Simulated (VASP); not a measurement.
PbSe: single point with HSE06

Crystal: PbSe.

```xyz
2
Lattice="0.0000 3.2123 3.2123 3.2123 0.0000 3.2123 3.2123 3.2123 0.0000" Properties=species:S:1:pos:R:3 pbc="T T T"
Pb    0.0000    0.0000    0.0000
Se    3.2123    3.2123    3.2123
```

This cell differs from its parent crystal: strain +4.0%.

| Property | Result |
| --- | --- |
| Program | VASP 6.6.1 |
| Task | single point |
| Functional | HSE06 |
| Potentials or basis | VASP PAW PBE potentials, release 64 (Pb_d, Se) |
| Cutoff | 400 eV |
| k mesh | 6 × 6 × 6 |
| Occupations | gaussian, width 0.01 eV |
| Spin | no spin polarisation |

| Item | Value |
| --- | --- |
| Pressure | -4.8 GPa |
| Band gap on the k mesh | 1.16 eV |

Levels at points of the mesh, in eV from the valence-band top:
```tsv
k point	band 8	band 9	band 10	band 11	band 12	band 13
(0.00, 0.00, 0.00)	-1.42	-1.42	-1.42	5.24	5.24	5.24
(0.50, 0.00, 0.00)	-1.09	-1.09	0.00	1.16	2.56	2.56
(0.50, 0.50, 0.00)	-4.26	-2.65	-2.65	4.86	5.99	5.99
```

It took 100 min on 1 thread of Intel Xeon 8259CL (shared host), peak memory 0.31 GiB.

Caveat: the cell differs from its parent crystal (strain +4.0%); the cell stands under tension; the PAW data sets were made with another functional, which shifts forces and pressure a little; spin-orbit coupling is left out, which moves the levels of the heavy elements. A k mesh can miss the band edges.
